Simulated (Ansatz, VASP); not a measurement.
## Mo in VASP and in Ansatz

```
Mo
1.0
    -1.56513    1.56513    1.56513
     1.56513   -1.56513    1.56513
     1.56513    1.56513   -1.56513
Mo
1
Direct
  0.00000 0.00000 0.00000
```

Alike in both runs: functional PBE; dispersion D3(BJ); k mesh 18 × 18 × 18; occupations gaussian, width 0.1 eV; no spin polarisation.

Ansatz relaxed the structure, and its values are those at the end. VASP's run is a single point on that final structure, the one shown.

|  | VASP | Ansatz |
| --- | --- | --- |
| version | VASP 6.6.1 | Ansatz 0.2.0 |
| potentials or method | VASP PAW PBE potentials, release 64 (Mo_sv), cutoff 500 eV | scalar-relativistic, plane waves, PAW |
| valence electrons in the cell | 14 | 14 |

Ansatz gave:

| Quantity | Value |
| --- | --- |
| gap on the k mesh at the Fermi level (eV) | none |
| pressure (GPa) | 0.0 |

Problem. Which values does VASP return?

Solution. gap on the k mesh at the Fermi level (eV): none; pressure (GPa): 0.6.

A gap of «none» marks a metal or a gap that the smearing closes.
